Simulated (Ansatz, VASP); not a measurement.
# Ta: VASP beside Ansatz

INCAR

```
SYSTEM = Ta
ALGO     = Normal         ! electronic algorithm
EDIFF    = 1E-7           ! SCF threshold, eV
ENCUT    = 520            ! plane-wave cutoff, eV
GGA      = RE             ! functional
ISIF     = 2              ! what is computed and relaxed
ISMEAR   = -1             ! smearing method
LASPH    = .TRUE.         ! aspherical terms in the spheres
LCHARG   = .TRUE.         ! write CHGCAR
LELF     = .TRUE.         ! ELF
LREAL    = .FALSE.        ! projectors in reciprocal space
LVHAR    = .TRUE.       
LWAVE    = .FALSE.        ! write WAVECAR
NBANDS   = 24             ! bands
NELM     = 80             ! most SCF steps
PREC     = Accurate       ! precision mode
SIGMA    = 0.1            ! smearing width, eV
```

Contents of KPOINTS:

```
k-points
0
G
  9 9 13
  0 0 0
```

The input POSCAR:

```
Ta
1.0
    4.9489731892      0.0000000000      0.0000000000
   -2.4744865946      4.2859365045      0.0000000000
    0.0000000000      0.0000000000      2.7789775223
Ta
3
Direct
    0.0000000000      1.0000000000      0.0000000000
    0.3333333333      0.6666666667      0.5000000000
    0.6666666667      0.3333333333      0.5000000000
```

Input for Ansatz:

```yaml
crystal:
  lattice:
    - [4.9489731892, 0.0, 0.0]
    - [-2.4744865946, 4.2859365045, 0.0]
    - [0.0, 0.0, 2.7789775223]
  atoms:
    - { symbol: Ta, position: [0.0, 1.0, 0.0] }
    - { symbol: Ta, position: [0.3333333333, 0.6666666667, 0.5] }
    - { symbol: Ta, position: [0.6666666667, 0.3333333333, 0.5] }
hamiltonian:
  xc: revpbe
  pseudopotentials:
    kind: paw
    azcp:
      Ta: "pseudopotentials/Ta.paw.azcp"
basis:
  ecutwfc: 420
  fft_grid_basis: typed
kpoints:
  mp_grid: { grid: [9, 9, 13], shift: [0, 0, 0] }
magnetization:
  spin_polarized: false
scf:
  occupations: { method: fermi_dirac, width: 0.1 }
  lower_state_search: "off"
output:
  stress: true
```

Alike in both runs: task single point; functional revPBE; k mesh 9 × 9 × 13; occupations fermi-dirac, width 0.1 eV; no spin polarisation.

```csv
,VASP,Ansatz
version,VASP 6.6.1,Ansatz 0.2.0
potentials or method,"VASP PAW PBE potentials, release 64 (Ta_pv), cutoff 520 eV","plane waves (420 eV) with PAW, scalar-relativistic"
valence electrons in the cell,33,39
```

```tsv
	VASP	Ansatz	Ansatz less VASP
pressure (GPa)	-6.5	-6.5	-0.03
traceless stress, the component that is largest in VASP (GPa)	-0.59	-0.62	-0.033
```

VASP's potentials were made for PBE, not for revPBE. The functional is the same, so the differences come from potentials, cutoffs and numerics. VASP's potentials hold 33 valence electrons a cell and Ansatz's 39, so a difference there can come from the potentials and not from the codes.

Spin-orbit coupling is off throughout.
